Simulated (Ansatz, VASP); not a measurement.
# One calculation of ZnO, two programs

The input POSCAR:

```
ZnO
1.0
    3.2584467483      0.0000000000      0.0000000000
   -1.6292233742      2.8218976609      0.0000000000
    0.0000000000      0.0000000000     10.5762979415
Zn O
4 4
Direct
    0.0000000000      0.0000000000     -0.0006159377
    0.3333333333      0.6666666667      0.2495637823
    0.0000000000      0.0000000000      0.4993840623
    0.6666666667      0.3333333333      0.7495637823
    0.0000000000      0.0000000000      0.1881525681
    0.3333333333      0.6666666667      0.4378995872
    0.0000000000      0.0000000000      0.6881525681
    0.6666666667      0.3333333333      0.9378995872
```

File INCAR.step1:

```
  PREC = Accurate
  ENCUT = 520
  ISMEAR = 0
  SIGMA = 0.01
  LREAL = False
  LASPH = True
  NELM = 60
  NBANDS = 46
  GGA = PE
  ALGO = Normal
  EDIFF = 1E-4
  LWAVE = True
  LCHARG = False
```

INCAR.step2

```
  PREC = Accurate
  ENCUT = 520
  EDIFF = 1E-6
  ISMEAR = 0
  SIGMA = 0.01
  LREAL = False
  LASPH = True
  NELM = 60
  ALGO = Normal
  ISIF = 2
  LWAVE = False
  LCHARG = False
  METAGGA = R2SCAN
  LMIXTAU = True
  NBANDS = 46
  ISTART = 1
```

The input KPOINTS:

```
Automatic mesh
0
Gamma
  9 9 2
```

Input for Ansatz:

```yaml
crystal:
  lattice:
    - [3.2584467483, 0.0, 0.0]
    - [-1.6292233742, 2.8218976609, 0.0]
    - [0.0, 0.0, 10.5762979415]
  atoms:
    - { symbol: Zn, position: [0.0, 0.0, -0.0006159377] }
    - { symbol: Zn, position: [0.3333333333, 0.6666666667, 0.2495637823] }
    - { symbol: Zn, position: [0.0, 0.0, 0.4993840623] }
    - { symbol: Zn, position: [0.6666666667, 0.3333333333, 0.7495637823] }
    - { symbol: O, position: [0.0, 0.0, 0.1881525681] }
    - { symbol: O, position: [0.3333333333, 0.6666666667, 0.4378995872] }
    - { symbol: O, position: [0.0, 0.0, 0.6881525681] }
    - { symbol: O, position: [0.6666666667, 0.3333333333, 0.9378995872] }
kpoints:
  mp_grid: { grid: [9, 9, 2] }
hamiltonian:
  xc: r2scan
scf:
  occupations: { method: fixed }
  n_extra_bands: 6
output:
  forces: true
  stress: true
  eigenvalues: true
```

Alike in both runs: task single point; functional r2SCAN; k mesh 9 × 9 × 2; no spin polarisation.

|  | VASP | Ansatz |
| --- | --- | --- |
| version | VASP 6.6.1 | Ansatz 0.2.0 |
| potentials or method | VASP PAW PBE potentials, release 64 (Zn, O) | plane waves, PAW |
| plane-wave cutoff (eV) | 520 | 500 |
| occupations | gaussian, width 0.01 eV | fixed |
| valence electrons in the cell | 72 | 72 |

```tsv
	VASP	Ansatz	Ansatz less VASP
gap on the k mesh at the Fermi level (eV)	1.13	1.14	+0.004
pressure (GPa)	-3.3	-4.2	-0.87
rms of the force components (eV/Å)	0.004	0.002	-0.0013
```

VASP's potentials were made for PBE, not for r2SCAN. Atom by atom the forces differ by 0.004 eV/Å (rms over components).
